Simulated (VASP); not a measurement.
Here is a VASP 6.6.1 calculation.

File INCAR:

```
PREC = Accurate ; ENCUT = 600
EDIFF = 1E-6 ; ISMEAR = -1
SIGMA = 0.15 ; LREAL = False
LASPH = True ; NELM = 80
ALGO = Fast ; ISIF = 3
LWAVE = False ; LCHARG = False
GGA = PS ; IBRION = 2
NSW = 80 ; EDIFFG = -0.001
```

KPOINTS

```
Automatic mesh
0
Gamma
  9 9 8
```

The input POSCAR:

```
CoSn
1.0
    5.2197175453      0.0000000000      0.0000000000
   -2.6098587727      4.5204079948      0.0000000000
    0.0000000000      0.0000000000      4.1684711704
Co Sn
3 3
Direct
    0.0000000000      0.5000000000      0.0000000000
    0.5000000000      0.5000000000      0.0000000000
    0.5000000000      0.0000000000      0.0000000000
    0.6666666667      0.3333333333      0.5000000000
    0.3333333333      0.6666666667      0.5000000000
    0.0000000000      0.0000000000      0.0000000000
```

Potentials or basis: VASP PAW PBE potentials, release 64 (Co, Sn_d).

The run is started by

```sh
$ cat potpaw_PBE.64/Co/POTCAR potpaw_PBE.64/Sn_d/POTCAR > POTCAR
$ mpirun -np 1 vasp_std > vasp.out
```

Task: Predict the band gap on the k mesh.

Result: Zero (an odd number of electrons rules out a gap without spin polarisation).

Task: What does it give for the relaxed volume?

Result: 16.43 Å³/atom.

Task: Predict the space group after relaxing (to 0.1 Å).

Result: P6/mmm (No. 191).

Final structure:
```
Co Sn
1.0
     5.21181    0.00000    0.00000
    -2.60591    4.51356    0.00000
     0.00000    0.00000    4.19038
Co Sn
3 3
Direct
  0.00000 0.50000 0.00000
  0.50000 0.50000 0.00000
  0.50000 0.00000 0.00000
  0.66667 0.33333 0.50000
  0.33333 0.66667 0.50000
  0.00000 0.00000 0.00000
```

Caveat: the PAW data sets were made with another functional, which shifts forces and pressure a little; spin-orbit coupling is left out, which moves the levels of the heavy elements; the run has no spin polarisation, though such a crystal can be magnetic. Spin polarisation is off, so any magnetic state and its effect on volume and gap are missing.
